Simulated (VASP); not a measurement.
# Mo in VASP: a series of runs, part 2 of 3

VASP 6.6.1. The steps go on from the part before.

### 3 Single point, PBE

INCAR

```
PREC     = Accurate       # precision mode
ENCUT    = 520            # plane-wave cutoff, eV
EDIFF    = 1E-6           # SCF threshold, eV
ISMEAR   = 0              # smearing method
SIGMA    = 0.15           # smearing width, eV
LREAL    = F              # projectors in reciprocal space
LASPH    = T              # aspherical terms in the spheres
NELM     = 60             # most SCF steps
ALGO     = Fast           # electronic algorithm
ISIF     = 2              # what is computed and relaxed
LWAVE    = F              # write WAVECAR
LCHARG   = T              # write CHGCAR
GGA      = PE             # functional
LELF     = T              # ELF
LVHAR    = T            
NBANDS   = 13             # bands
```

KPOINTS

```
Automatic mesh
0
Gamma
  20 20 20
```

POSCAR

```
Mo
1.0
   -1.4722249474      1.6302483411      1.6382285225
    1.4722249474     -1.6302483411      1.6382285225
    1.4722249474      1.6302483411     -1.6382285225
Mo
1
Direct
    0.0000000000      0.0000000000      0.0000000000
```

Potentials or basis: VASP PAW PBE potentials, release 64 (Mo_sv).

On the command line:

```sh
$ cat potpaw_PBE.64/Mo_sv/POTCAR > POTCAR
$ mpirun -np 1 vasp_std > vasp.out
```

OUTCAR:

```text
PREC = Accurate
   ENCUT = 520
   EDIFF = 1E-6
   ISMEAR = 0
   LREAL = F
   LASPH = T
   NELM = 60
   ISIF = 2
   GGA = PE

 ion  position               nearest neighbor table
   1  0.000  0.000  0.000-

  LATTYP: Found a body centered orthorhombic cell.
 ALAT       =     2.9444498948
 B/A-ratio  =     1.1073364461
 C/A-ratio  =     1.1127569366

  Lattice vectors:

 A1 = (  -1.4722249474,   1.6302483411,   1.6382285225)
 A2 = (   1.4722249474,  -1.6302483411,   1.6382285225)
 A3 = (   1.4722249474,   1.6302483411,  -1.6382285225)

Analysis of symmetry for initial positions (statically):
=====================================================================
 Subroutine PRICEL returns:
 Original cell was already a primitive cell.

 Routine SETGRP: Setting up the symmetry group for a
 body centered orthorhombic supercell.

 Subroutine GETGRP returns: Found  8 space group operations
 (whereof  8 operations were pure point group operations)
 out of a pool of  8 trial point group operations.

The static configuration has the point symmetry D_2h.

Analysis of symmetry for dynamics (positions and initial velocities):
=====================================================================
 Subroutine PRICEL returns:
 Original cell was already a primitive cell.

 Routine SETGRP: Setting up the symmetry group for a
 body centered orthorhombic supercell.

 Subroutine GETGRP returns: Found  8 space group operations
 (whereof  8 operations were pure point group operations)
 out of a pool of  8 trial point group operations.

The dynamic configuration has the point symmetry D_2h.

 Subroutine INISYM returns: Found  8 space group operations
 (whereof  8 operations are pure point group operations),
 and found     1 'primitive' translations

----------------------------------------------------------------------------------------

                                     Primitive cell

  volume of cell :      15.7276

  direct lattice vectors                    reciprocal lattice vectors
    -1.472224947  1.630248341  1.638228522     0.000000000  0.306701738  0.305207725
     1.472224947 -1.630248341  1.638228522     0.339622013  0.000000000  0.305207725
     1.472224947  1.630248341 -1.638228522     0.339622013  0.306701738  0.000000000

  length of vectors
     2.740246091  2.740246091  2.740246091     0.432686620  0.456612381  0.457612355

  position of ions in fractional coordinates (direct lattice)
     0.000000000  0.000000000  0.000000000

  ion indices of the primitive-cell ions
   primitive index   ion index
                 1           1

----------------------------------------------------------------------------------------

 KPOINTS: Automatic mesh

Automatic generation of k-mesh.
 Grid dimensions read from file:
 generate k-points for:   20   20   20

 Generating k-lattice:

  Cartesian coordinates                     Fractional coordinates (reciprocal lattice)
     0.000000000  0.015335087  0.015260386     0.050000000 -0.000000000  0.000000000
     0.016981101  0.000000000  0.015260386    -0.000000000  0.050000000  0.000000000
     0.016981101  0.015335087  0.000000000     0.000000000  0.000000000  0.050000000

  Length of vectors
     0.021634331  0.022830619  0.022880618

  Shift w.r.t. Gamma in fractional coordinates (k-lattice)
     0.000000000  0.000000000  0.000000000

 Subroutine IBZKPT returns following result:
 ===========================================

 Found   1166 irreducible k-points:

 Following reciprocal coordinates:
            Coordinates               Weight
  0.000000  0.000000  0.000000      1.000000
  0.050000  0.000000  0.000000      4.000000
  0.100000 -0.000000  0.000000      4.000000
  0.150000 -0.000000  0.000000      4.000000
  0.200000 -0.000000  0.000000      4.000000
  0.250000  0.000000  0.000000      4.000000
[... 16 lines left out ...]
 -0.450000  0.050000  0.000000      8.000000
 -0.400000  0.050000 -0.000000      8.000000
 [... further k-points ...]
   k-points           NKPTS =   1166   k-points in BZ     NKDIM =   1166   number of bands    NBANDS=     13
   number of dos      NEDOS =    301   number of ions     NIONS =      1
   total plane-waves  NPLWV =   8000
   dimension x,y,z NGX =    20 NGY =   20 NGZ =   20
   dimension x,y,z NGXF=    40 NGYF=   40 NGZF=   40
   ions per type =               1
   NGX,Y,Z   is equivalent  to a cutoff of  12.13, 12.13, 12.13 a.u.
   NGXF,Y,Z  is equivalent  to a cutoff of  24.27, 24.27, 24.27 a.u.
 SYSTEM =  unknown system
   PREC   = accura    normal or accurate (medium, high low for compatibility)
   ISTART =      0    job   : 0-new  1-cont  2-samecut
   ICHARG =      2    charge: 1-file 2-atom 10-const
   ISPIN  =      1    spin polarized calculation?
   LNONCOLLINEAR =      F non collinear calculations
   LSORBIT =      F    spin-orbit coupling
   LASPH  =      T    aspherical Exc in radial PAW
   ENCUT  =  520.0 eV  38.22 Ry    6.18 a.u.   5.10  5.10  5.10*2*pi/ulx,y,z
   NELM   =     60;   NELMIN=  2; NELMDL= -5     # of ELM steps
   EDIFF  = 0.1E-05   stopping-criterion for ELM
   LREAL  =      F    real-space projection
   EDIFFG = 0.1E-04   stopping-criterion for IOM
   NSW    =      0    number of steps for IOM
   IBRION =     -1    ionic relax: 0-MD 1-quasi-New 2-CG
   NFREE  =      0    steps in history (QN), initial steepest desc. (CG)
   ISIF   =      2    stress and relaxation
   ISYM   =      2    0-nonsym 1-usesym 2-fastsym
   POTIM  = 0.5000    time-step for ionic-motion
   TEBEG  =    0.0;   TEEND  =   0.0 temperature during run
   PSTRESS=    0.0 pullay stress
   NELECT =      14.0000    total number of electrons
   NUPDOWN=      -1.0000    fix difference up-down
   EMIN   =  10.00;   EMAX   =-10.00  energy-range for DOS
   EFERMI =   0.00;   METHOD = LEGACY
   ISMEAR =     0;   SIGMA  =   0.15  broadening in eV -4-tet -1-fermi 0-gaus
   EFERMI_NEDOS =   21; number of points for ismear=-14 and -15
   IALGO  =     68    algorithm
   IMIX   =      4    mixing-type and parameters
     AMIX     =   0.40;   BMIX     =  1.00
     AMIX_MAG =   1.60;   BMIX_MAG =  1.00
  volume/ion in A,a.u.               =      15.73       106.14
  Fermi-wavevector in a.u.,A,eV,Ry     =   1.574817  2.975972 33.743101  2.480048
  Thomas-Fermi vector in A             =   2.675894
   LORBIT       =      0    0 simple, 1 ext, 2 COOP (PROOUT), +10 PAW based schemes
   GGA     = PE    functional components
   LHFCALC =     F    Hartree Fock is set to
   AEXX    =    0.0000 exact exchange contribution
   IVDW    =     0    specifies the selected vdW correction
   LEPSILON=     F    determine dielectric tensor
   LRPA    =     F    only Hartree local field effects (RPA)
 non-spin polarized calculation
 RMM-DIIS sequential band-by-band and
 Gauss-broadening in eV      SIGMA  =   0.15
  energy-cutoff  :      520.00
  volume of cell :       15.73
 maximum number of plane-waves:       436
   NGX = 11   NGY = 11   NGZ = 11

 number of electron      13.9999996 magnetization

 Free energy of the ion-electron system (eV)
  ---------------------------------------------------
  ext. energy  EPLUGINS =         0.00000000
  ---------------------------------------------------
  free energy    TOTEN  =       -10.83046012 eV

  energy without entropy =      -10.82114030  energy(sigma->0) =      -10.82580021

 E-fermi :  12.4744     XC(G=0): -13.3515

 val. band max:       12.4740943051   @ k =  -0.0500   0.2000   0.0500
 cond. band min:      12.4747979561   @ k =   0.4000  -0.1500   0.1500
 fundamental gap:      0.0007036509
 Fermi energy:        12.4744282602

 k-point     1 :       0.0000    0.0000    0.0000
  band No.  band energies     occupation
      1     -48.7661      2.00000
      2     -22.0715      2.00000
      3     -22.0704      2.00000
      4     -21.9955      2.00000
      5       5.2853      2.00000
      6      10.4008      2.00000
      7      11.6526      2.00000
      8      11.6992      2.00000
      9      13.2310      0.00000
     10      14.8404      0.00000
     11      26.7133      0.00000
     12      26.7970      0.00000
     13      28.8688      0.00000
[... 353 lines left out ...]
 k-point    24 :      -0.4000    0.0500   -0.0000
  band No.  band energies     occupation
      1     -48.5603      2.00000
      2     -23.2500      2.00000
      3     -22.3142      2.00000
      4     -22.0428      2.00000
      5       7.5236      2.00000
      6      10.2687      2.00000
      7      11.8698      2.00000
      8      13.1294      0.00000
      9      14.4170      0.00000
     10      16.0940      0.00000
     11      24.8594      0.00000
     12      25.6720      0.00000
     13      32.8483      0.00000

 [... further k-points ...]
[... 5 lines left out ...]
  --------------------------------------------------------------------------------------
  -------------------------------------------------------------------------------------
  Total        2.2351550     -0.6282339     -0.7361866      0.0000000      0.0000000      0.0000000
  in kB      227.6962210    -63.9984636    -74.9956484      0.0000000      0.0000000      0.0000000
  external PRESSURE =      29.5673697 kB  Pullay stress =       0.0000000 kB

 VOLUME and BASIS-vectors are now :
 -----------------------------------------------------------------------------
  energy-cutoff  :      520.00
  volume of cell :       15.73
      direct lattice vectors                 reciprocal lattice vectors
    -1.472224947  1.630248341  1.638228522     0.000000000  0.306701738  0.305207725
     1.472224947 -1.630248341  1.638228522     0.339622013  0.000000000  0.305207725
     1.472224947  1.630248341 -1.638228522     0.339622013  0.306701738  0.000000000

 POSITION                                       TOTAL-FORCE (eV/Angst)
 -----------------------------------------------------------------------------------
      0.00000      0.00000      0.00000         0.000000     -0.000000     -0.000000
 -----------------------------------------------------------------------------------
    total drift:                                0.000000      0.000000      0.000000

  FREE ENERGIE OF THE ION-ELECTRON SYSTEM (eV)
  ---------------------------------------------------
  free  energy   TOTEN  =       -10.8304601156 eV

  energy  without entropy=      -10.8211403020  energy(sigma->0) =      -10.82580021
```

It took 3.2 min on 1 thread of Intel Xeon Platinum 8259CL at 2.50GHz (Skylake/Cascade Lake), shared host; peak memory 0.31 GiB.

What came out:

```
Free energy            : -10.8305 eV
Pressure               : 3.0 GPa
Band gap on the k mesh : zero (band 7 reaches 16.36 eV, above the bottom of band 8 at 11.34 eV)
```

Caveat: the cell differs from its parent crystal (strain +e along x and -e along y -0.0500, strain +e along z and -e/2 along x and y +0.0367).

(Part 2 of 3 ends here.)
